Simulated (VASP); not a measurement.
W, 1 atom in the cell. The structure is trigonal, space group R-3m (No. 166). The conventional cell has a = 3.741 Å, b = 3.741 Å, c = 4.154 Å, α = 90.00°, β = 90.00°, γ = 120.00°. W (site symmetry -3m) has 6 W at 2.57 Å within 3.4 Å. 

* Program: VASP 6.6.1
* Task: single point
* Functional: PBE
* Potentials or basis: VASP PAW PBE potentials, release 64 (W_sv)
* Cutoff: 520 eV
* k mesh: 22 × 22 × 22
* Occupations: gaussian, width 0.15 eV
* Spin: no spin polarisation
* Dipole correction: no
* Further INCAR settings: ALGO = Fast; EDIFF = 1e-07; NBANDS = 13

Potentials or basis: VASP PAW PBE potentials, release 64 (W_sv).

Command:

```bash
$ cat potpaw_PBE.64/W_sv/POTCAR > POTCAR
$ mpirun -np 1 vasp_std > vasp.out
```

Hardware: 1 thread of Intel(R) Xeon(R) 6975P-C (Granite Rapids), on a shared host.

**Question.** Estimate the wall time of this run.

**Answer.** It took 79 s on 1 thread of Intel(R) Xeon(R) 6975P-C (Granite Rapids), with other jobs on the host, peak memory 0.3 GiB. Counts: scf iterations 14, k points 1024.
